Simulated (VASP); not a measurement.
# LiHS (Pnma) in VASP: a series of runs

LiHS is run at these levels: PBEsol; tasks: single point.

Program: VASP 6.6.1. These are calculated values, not measurements. Logs are shortened: lines on timing, memory, paths and dates and some standing lists are left out, and cuts for length are marked.

### 1 The cell of the first run

The structure is orthorhombic, space group Pnma (No. 62). The conventional cell has a = 6.685 Å, b = 3.158 Å, c = 6.701 Å, α = 90.00°, β = 90.00°, γ = 90.00°. Li (site symmetry m) has 6 H at 2.38 to 2.83 Å and 6 S at 2.63 to 2.68 Å within 3.1 Å. H (site symmetry m) has 2 S at 1.64 Å within 2.2 Å. Within 2.2 Å of S (site symmetry m) lie 2 H at 1.64 Å.

### 2 Single point, PBEsol

Input file INCAR:

```
ALGO = Normal
EDIFF = 1E-6
ENCUT = 520
GGA = PS
ISIF = 2
ISMEAR = 0
LASPH = True
LCHARG = False
LREAL = False
LWAVE = False
NBANDS = 32
NELM = 80
PREC = Accurate
SIGMA = 0.02
```

Input file KPOINTS:

```
k-points
0
Gamma
  4 8 4
```

Input file POSCAR:

```
LiHS
1.0
    6.6845981001      0.0000000000      0.0000000000
    0.0000000000      3.1579429518      0.0000000000
    0.0000000000      0.0000000000      6.7012354254
Li H S
4 4 4
Direct
    0.0014926147      0.2500000000      0.2471691099
    0.4985073853      0.7500000000      0.7471691099
    0.5014926147      0.2500000000      0.2528308901
    0.9985073853      0.7500000000      0.7528308901
    0.2446034302      0.2500000000      0.5061251256
    0.2553965698      0.7500000000      0.0061251256
    0.7446034302      0.2500000000      0.9938748744
    0.7553965698      0.7500000000      0.4938748744
    0.7505933317      0.2500000000      0.5596526971
    0.7494066683      0.7500000000      0.0596526971
    0.2505933317      0.2500000000      0.9403473029
    0.2494066683      0.7500000000      0.4403473029
```

Potentials or basis: VASP PAW PBE potentials, release 64 (Li_sv, H, S).

Run with:

```console
$ cat potpaw_PBE.64/Li_sv/POTCAR potpaw_PBE.64/H/POTCAR potpaw_PBE.64/S/POTCAR > POTCAR
$ mpirun -np 1 vasp_std > vasp.out
```

OUTCAR:

```text
EDIFF = 1E-6
   ENCUT = 520
   GGA = PS
   ISIF = 2
   ISMEAR = 0
   LASPH = True
   LREAL = False
   NELM = 80
   PREC = Accurate

 ion  position               nearest neighbor table
   1  0.001  0.250  0.247-  10 2.63  10 2.63  12 2.63  12 2.63  11 2.65   9 2.68
   2  0.499  0.750  0.747-   9 2.63   9 2.63  11 2.63  11 2.63  12 2.65  10 2.68
   3  0.501  0.250  0.253-  12 2.63  12 2.63  10 2.63  10 2.63   9 2.65  11 2.68
   4  0.999  0.750  0.753-  11 2.63  11 2.63   9 2.63   9 2.63  10 2.65  12 2.68
   5  0.245  0.250  0.506-  12 1.64  12 1.64
   6  0.255  0.750  0.006-  11 1.64  11 1.64
   7  0.745  0.250  0.994-  10 1.64  10 1.64
   8  0.755  0.750  0.494-   9 1.64   9 1.64
   9  0.751  0.250  0.560-   8 1.64   8 1.64   2 2.63   2 2.63   4 2.63   4 2.63   3 2.65   1 2.68

  10  0.749  0.750  0.060-   7 1.64   7 1.64   1 2.63   1 2.63   3 2.63   3 2.63   4 2.65   2 2.68

  11  0.251  0.250  0.940-   6 1.64   6 1.64   4 2.63   4 2.63   2 2.63   2 2.63   1 2.65   3 2.68

  12  0.249  0.750  0.440-   5 1.64   5 1.64   3 2.63   3 2.63   1 2.63   1 2.63   2 2.65   4 2.68

  LATTYP: Found a simple orthorhombic cell.
 ALAT       =     3.1579429518
 B/A-ratio  =     2.1167570796
 C/A-ratio  =     2.1220254855

  Lattice vectors:

 A1 = (   0.0000000000,  -3.1579429518,   0.0000000000)
 A2 = (   6.6845981001,   0.0000000000,   0.0000000000)
 A3 = (   0.0000000000,   0.0000000000,   6.7012354254)

Analysis of symmetry for initial positions (statically):
=====================================================================
 Subroutine PRICEL returns:
 Original cell was already a primitive cell.

 Routine SETGRP: Setting up the symmetry group for a
 simple orthorhombic supercell.

 Subroutine GETGRP returns: Found  8 space group operations
 (whereof  2 operations were pure point group operations)
 out of a pool of  8 trial point group operations.

The static configuration has the point symmetry S_2 .
 The point group associated with its full space group is D_2h.

Analysis of symmetry for dynamics (positions and initial velocities):
=====================================================================
 Subroutine PRICEL returns:
 Original cell was already a primitive cell.

 Routine SETGRP: Setting up the symmetry group for a
 simple orthorhombic supercell.

 Subroutine GETGRP returns: Found  8 space group operations
 (whereof  2 operations were pure point group operations)
 out of a pool of  8 trial point group operations.

The dynamic configuration has the point symmetry S_2 .
 The point group associated with its full space group is D_2h.

 Subroutine INISYM returns: Found  8 space group operations
 (whereof  2 operations are pure point group operations),
 and found     1 'primitive' translations

----------------------------------------------------------------------------------------

                                     Primitive cell

  volume of cell :     141.4603

  direct lattice vectors                    reciprocal lattice vectors
     6.684598100  0.000000000  0.000000000     0.149597625  0.000000000  0.000000000
     0.000000000  3.157942952  0.000000000     0.000000000  0.316661832  0.000000000
     0.000000000  0.000000000  6.701235425     0.000000000  0.000000000  0.149226215

  length of vectors
     6.684598100  3.157942952  6.701235425     0.149597625  0.316661832  0.149226215

  position of ions in fractional coordinates (direct lattice)
     0.001492615  0.250000000  0.247169110
     0.498507385  0.750000000  0.747169110
     0.501492615  0.250000000  0.252830890
     0.998507385  0.750000000  0.752830890
     0.244603430  0.250000000  0.506125126
     0.255396570  0.750000000  0.006125126
     0.744603430  0.250000000  0.993874874
     0.755396570  0.750000000  0.493874874
     0.750593332  0.250000000  0.559652697
     0.749406668  0.750000000  0.059652697
     0.250593332  0.250000000  0.940347303
     0.249406668  0.750000000  0.440347303

  ion indices of the primitive-cell ions
   primitive index   ion index
                 1           1
                 2           2
                 3           3
                 4           4
                 5           5
                 6           6
                 7           7
                 8           8
                 9           9
                10          10
                11          11
                12          12

----------------------------------------------------------------------------------------

 KPOINTS: k-points

Automatic generation of k-mesh.
 Grid dimensions read from file:
 generate k-points for:    4    8    4

 Generating k-lattice:

  Cartesian coordinates                     Fractional coordinates (reciprocal lattice)
     0.037399406  0.000000000  0.000000000     0.250000000  0.000000000  0.000000000
     0.000000000  0.039582729  0.000000000     0.000000000  0.125000000  0.000000000
     0.000000000  0.000000000  0.037306554     0.000000000  0.000000000  0.250000000

  Length of vectors
     0.037399406  0.039582729  0.037306554

  Shift w.r.t. Gamma in fractional coordinates (k-lattice)
     0.000000000  0.000000000  0.000000000

 Subroutine IBZKPT returns following result:
 ===========================================

 Found     45 irreducible k-points:

 Following reciprocal coordinates:
            Coordinates               Weight
  0.000000  0.000000  0.000000      1.000000
  0.250000  0.000000  0.000000      2.000000
  0.500000  0.000000  0.000000      1.000000
  0.000000  0.125000  0.000000      2.000000
  0.250000  0.125000  0.000000      4.000000
  0.500000  0.125000  0.000000      2.000000
[... 16 lines left out ...]
  0.250000  0.250000  0.250000      8.000000
  0.500000  0.250000  0.250000      4.000000
 [... further k-points ...]
   k-points           NKPTS =     45   k-points in BZ     NKDIM =     45   number of bands    NBANDS=     32
   number of dos      NEDOS =    301   number of ions     NIONS =     12
   total plane-waves  NPLWV =  60000
   dimension x,y,z NGX =    50 NGY =   24 NGZ =   50
   dimension x,y,z NGXF=   100 NGYF=   48 NGZF=  100
   ions per type =               4   4   4
   NGX,Y,Z   is equivalent  to a cutoff of  12.43, 12.63, 12.40 a.u.
   NGXF,Y,Z  is equivalent  to a cutoff of  24.87, 25.27, 24.81 a.u.
 SYSTEM =  unknown system
   PREC   = accura    normal or accurate (medium, high low for compatibility)
   ISTART =      0    job   : 0-new  1-cont  2-samecut
   ICHARG =      2    charge: 1-file 2-atom 10-const
   ISPIN  =      1    spin polarized calculation?
   LNONCOLLINEAR =      F non collinear calculations
   LSORBIT =      F    spin-orbit coupling
   LASPH  =      T    aspherical Exc in radial PAW
   ENCUT  =  520.0 eV  38.22 Ry    6.18 a.u.  12.43  5.87 12.46*2*pi/ulx,y,z
   NELM   =     80;   NELMIN=  2; NELMDL= -5     # of ELM steps
   EDIFF  = 0.1E-05   stopping-criterion for ELM
   LREAL  =      F    real-space projection
   EDIFFG = 0.1E-04   stopping-criterion for IOM
   NSW    =      0    number of steps for IOM
   IBRION =     -1    ionic relax: 0-MD 1-quasi-New 2-CG
   NFREE  =      0    steps in history (QN), initial steepest desc. (CG)
   ISIF   =      2    stress and relaxation
   ISYM   =      2    0-nonsym 1-usesym 2-fastsym
   POTIM  = 0.5000    time-step for ionic-motion
   TEBEG  =    0.0;   TEEND  =   0.0 temperature during run
   PSTRESS=    0.0 pullay stress
   NELECT =      40.0000    total number of electrons
   NUPDOWN=      -1.0000    fix difference up-down
   EMIN   =  10.00;   EMAX   =-10.00  energy-range for DOS
   EFERMI =   0.00;   METHOD = LEGACY
   ISMEAR =     0;   SIGMA  =   0.02  broadening in eV -4-tet -1-fermi 0-gaus
   EFERMI_NEDOS =   21; number of points for ismear=-14 and -15
   IALGO  =     38    algorithm
   IMIX   =      4    mixing-type and parameters
     AMIX     =   0.40;   BMIX     =  1.00
     AMIX_MAG =   1.60;   BMIX_MAG =  1.00
  volume/ion in A,a.u.               =      11.79        79.55
  Fermi-wavevector in a.u.,A,eV,Ry     =   1.074525  2.030559 15.709352  1.154605
  Thomas-Fermi vector in A             =   2.210356
   LORBIT       =      0    0 simple, 1 ext, 2 COOP (PROOUT), +10 PAW based schemes
   GGA     = PS    functional components
   LHFCALC =     F    Hartree Fock is set to
   AEXX    =    0.0000 exact exchange contribution
   IVDW    =     0    specifies the selected vdW correction
   LEPSILON=     F    determine dielectric tensor
   LRPA    =     F    only Hartree local field effects (RPA)
 non-spin polarized calculation
 Gauss-broadening in eV      SIGMA  =   0.02
  energy-cutoff  :      520.00
  volume of cell :      141.46
 maximum number of plane-waves:      3834
 NGX is ok and might be reduce to    50
   NGX = 25   NGY = 11   NGZ = 25

 number of electron      39.9999981 magnetization

 Free energy of the ion-electron system (eV)
  ---------------------------------------------------
  ext. energy  EPLUGINS =         0.00000000
  ---------------------------------------------------
  free energy    TOTEN  =       -45.78194432 eV

  energy without entropy =      -45.78194432  energy(sigma->0) =      -45.78194432

 E-fermi :   3.2479     XC(G=0):  -9.3064

 val. band max:        3.0827962041   @ k =   0.0000   0.0000   0.0000
 cond. band min:       4.6052007847   @ k =   0.0000   0.0000   0.0000
 fundamental gap:      1.5224045806
 Fermi energy:         3.2479371027

 k-point     1 :       0.0000    0.0000    0.0000
  band No.  band energies     occupation
      1     -41.7005      2.00000
      2     -41.6988      2.00000
      3     -41.6974      2.00000
      4     -41.6962      2.00000
      5     -10.8478      2.00000
      6     -10.3542      2.00000
[... 24 lines left out ...]
     31      11.5058      0.00000
     32      12.4260      0.00000

 k-point     2 :       0.2500    0.0000    0.0000
  band No.  band energies     occupation
      1     -41.7000      2.00000
      2     -41.6984      2.00000
      3     -41.6979      2.00000
      4     -41.6965      2.00000
      5     -10.7823      2.00000
      6     -10.4345      2.00000
[... 24 lines left out ...]
     31      12.4055      0.00000
     32      12.6343      0.00000

 k-point     3 :       0.5000    0.0000    0.0000
  band No.  band energies     occupation
      1     -41.6989      2.00000
      2     -41.6989      2.00000
      3     -41.6975      2.00000
      4     -41.6975      2.00000
      5     -10.6156      2.00000
      6     -10.6156      2.00000
[... 24 lines left out ...]
     31      12.4886      0.00000
     32      12.4889      0.00000

 k-point     4 :       0.0000    0.1250    0.0000
  band No.  band energies     occupation
      1     -41.6996      2.00000
      2     -41.6982      2.00000
      3     -41.6968      2.00000
      4     -41.6955      2.00000
      5     -10.6538      2.00000
      6     -10.1598      2.00000
[... 654 lines left out ...]
     31      10.2558      0.00000
     32      10.9368      0.00000

 k-point    23 :       0.2500    0.2500    0.2500
  band No.  band energies     occupation
      1     -41.6973      2.00000
      2     -41.6965      2.00000
      3     -41.6953      2.00000
      4     -41.6946      2.00000
      5      -9.9476      2.00000
      6      -9.6051      2.00000
[... 24 lines left out ...]
     31      10.5562      0.00000
     32      10.9383      0.00000

 k-point    24 :       0.5000    0.2500    0.2500
  band No.  band energies     occupation
      1     -41.6963      2.00000
      2     -41.6963      2.00000
      3     -41.6955      2.00000
      4     -41.6955      2.00000
      5      -9.7831      2.00000
      6      -9.7831      2.00000
[... 24 lines left out ...]
     31      10.5772      0.00000
     32      10.5772      0.00000

 [... further k-points ...]

------------------------ aborting loop because EDIFF is reached ----------------------------------------

  FORCE on cell =-STRESS in cart. coord.  units (eV):
  Direction    XX          YY          ZZ          XY          YZ          ZX
  --------------------------------------------------------------------------------------
  -------------------------------------------------------------------------------------
  Total       -0.0959628     -0.0921694     -0.1117368      0.0000000      0.0000000      0.0000000
  in kB       -1.0868734     -1.0439093     -1.2655298      0.0000000      0.0000000      0.0000000
  external PRESSURE =      -1.1321042 kB  Pullay stress =       0.0000000 kB

 VOLUME and BASIS-vectors are now :
 -----------------------------------------------------------------------------
  energy-cutoff  :      520.00
  volume of cell :      141.46
      direct lattice vectors                 reciprocal lattice vectors
     6.684598100  0.000000000  0.000000000     0.149597625  0.000000000  0.000000000
     0.000000000  3.157942952  0.000000000     0.000000000  0.316661832  0.000000000
     0.000000000  0.000000000  6.701235425     0.000000000  0.000000000  0.149226215

 POSITION                                       TOTAL-FORCE (eV/Angst)
 -----------------------------------------------------------------------------------
      0.00998      0.78949      1.65634        -0.001273     -0.000000      0.001951
      3.33232      2.36846      5.00696         0.001273      0.000000      0.001951
      3.35228      0.78949      1.69428        -0.001273      0.000000     -0.001951
      6.67462      2.36846      5.04490         0.001273      0.000000     -0.001951
      1.63508      0.78949      3.39166         0.003673      0.000000     -0.004994
      1.70722      2.36846      0.04105        -0.003673     -0.000000     -0.004994
      4.97737      0.78949      6.66019         0.003673      0.000000      0.004994
      5.04952      2.36846      3.30957        -0.003673      0.000000      0.004994
      5.01741      0.78949      3.75036         0.004482     -0.000000     -0.005364
      5.00948      2.36846      0.39975        -0.004482     -0.000000     -0.005364
      1.67512      0.78949      6.30149         0.004482      0.000000      0.005364
      1.66718      2.36846      2.95087        -0.004482      0.000000      0.005364
 -----------------------------------------------------------------------------------
    total drift:                                0.000000      0.000000     -0.000000

  FREE ENERGIE OF THE ION-ELECTRON SYSTEM (eV)
  ---------------------------------------------------
  free  energy   TOTEN  =       -45.7819443208 eV

  energy  without entropy=      -45.7819443208  energy(sigma->0) =      -45.78194432
```

Run time: 1.9 min. Hardware: 1 thread of Intel Xeon Platinum 8559C (Emerald Rapids), shared host; peak memory 0.31 GiB.

Results:

```yaml
Free_energy: -45.7819 eV
Largest_force: 0.007 eV/Å
Band_gap_on_the_k_mesh: 1.52 eV
```

Forces on the atoms (eV/Å):
```
Li  -0.001  0.000  0.002
Li   0.001  0.000  0.002
Li  -0.001  0.000 -0.002
Li   0.001  0.000 -0.002
H    0.004  0.000 -0.005
H   -0.004  0.000 -0.005
H    0.004  0.000  0.005
H   -0.004  0.000  0.005
S    0.004  0.000 -0.005
S   -0.004  0.000 -0.005
S    0.004  0.000  0.005
S   -0.004  0.000  0.005
```

Levels at points of the mesh, in eV from the valence-band top:
| k point | band 17 | band 18 | band 19 | band 20 | band 21 | band 22 | band 23 | band 24 |
| --- | --- | --- | --- | --- | --- | --- | --- | --- |
| (0.00, 0.00, 0.00) | -0.81 | -0.33 | -0.26 | 0.00 | 1.52 | 1.83 | 2.01 | 2.58 |
| (0.50, 0.00, 0.00) | -0.58 | -0.58 | -0.13 | -0.13 | 1.65 | 1.65 | 2.29 | 2.29 |
| (0.00, 0.50, 0.00) | -1.66 | -1.66 | -1.33 | -1.33 | 4.78 | 4.78 | 5.16 | 5.16 |
| (0.50, 0.50, 0.00) | -1.28 | -1.28 | -1.28 | -1.28 | 4.31 | 4.31 | 4.31 | 4.31 |
| (0.00, 0.00, 0.50) | -0.56 | -0.56 | -0.16 | -0.16 | 1.75 | 1.75 | 2.12 | 2.12 |
| (0.50, 0.00, 0.50) | -0.37 | -0.37 | -0.36 | -0.36 | 1.93 | 1.93 | 1.96 | 1.96 |
| (0.00, 0.50, 0.50) | -1.29 | -1.29 | -1.24 | -1.24 | 3.35 | 3.35 | 3.81 | 3.81 |
| (0.50, 0.50, 0.50) | -1.33 | -1.33 | -1.33 | -1.33 | 3.57 | 3.57 | 3.57 | 3.57 |

Caveat: the cutoff is under 1.25 times the usual one of these potentials, so pressure, stress and relaxed cells hold a basis-set (Pulay) error; the PAW data sets were made with another functional, which shifts forces and pressure a little. A k mesh can miss the band edges.

[end of part 1 of 2]
